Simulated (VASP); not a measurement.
## Be3ZnSe: single point with PBE

Be3ZnSe:

```
Be Zn Se
1.0
     3.66218    0.00000    0.00000
    -1.83109    3.17154    0.00000
     0.00000    0.00000   11.97194
Be Zn Se
6 2 2
Direct
  0.33333 0.66667 0.08834
  0.33333 0.66667 0.48077
  0.33333 0.66667 0.68508
  0.66667 0.33333 0.35869
  0.66667 0.33333 0.73193
  0.00000 0.00000 0.63695
  0.66667 0.33333 0.54858
  0.00000 0.00000 0.82503
  0.33333 0.66667 0.28390
  0.00000 0.00000 0.03274
```

- Program: VASP 6.6.1
- Task: single point
- Functional: PBE
- Potentials or basis: VASP PAW PBE potentials, release 64 (Be, Zn, Se)
- Cutoff: 520 eV
- k mesh: 6 × 6 × 2
- Occupations: gaussian, width 0.2 eV
- Spin: no spin polarisation

- Pressure: 0.2 GPa
- Largest force: 0.037 eV/Å
- Band gap on the k mesh: zero (bands 24 and 25 overlap by 2.21 eV)

Forces in eV/Å, atoms in the order of the input:
```
Be   0.000  0.000  0.027
Be   0.000  0.000  0.006
Be   0.000  0.000  0.018
Be   0.000  0.000  0.013
Be   0.000  0.000  0.005
Be   0.000  0.000  0.002
Zn   0.000  0.000 -0.024
Zn   0.000  0.000 -0.010
Se   0.000  0.000 -0.037
Se   0.000  0.000  0.001
```

Stress tensor (GPa, compression positive):
```
0.28 0.00 0.00
0.00 0.28 0.00
0.00 0.00 0.02
```

Levels at points of the mesh, in eV from the Fermi level:
```tsv
k point	band 22	band 23	band 24	band 25	band 26	band 27
(0.00, 0.00, 0.00)	1.16	1.16	1.36	1.36	1.64	2.12
(0.50, 0.00, 0.00)	-3.40	-2.37	-1.30	0.80	1.26	1.56
(0.00, 0.00, 0.50)	0.33	1.16	1.16	1.35	1.35	1.99
(0.50, 0.00, 0.50)	-3.40	-2.32	-1.68	0.54	1.17	1.84
```

It took 2.9 min on 1 thread of Intel Xeon 8259CL, with other jobs on the host, peak memory 0.28 GiB.
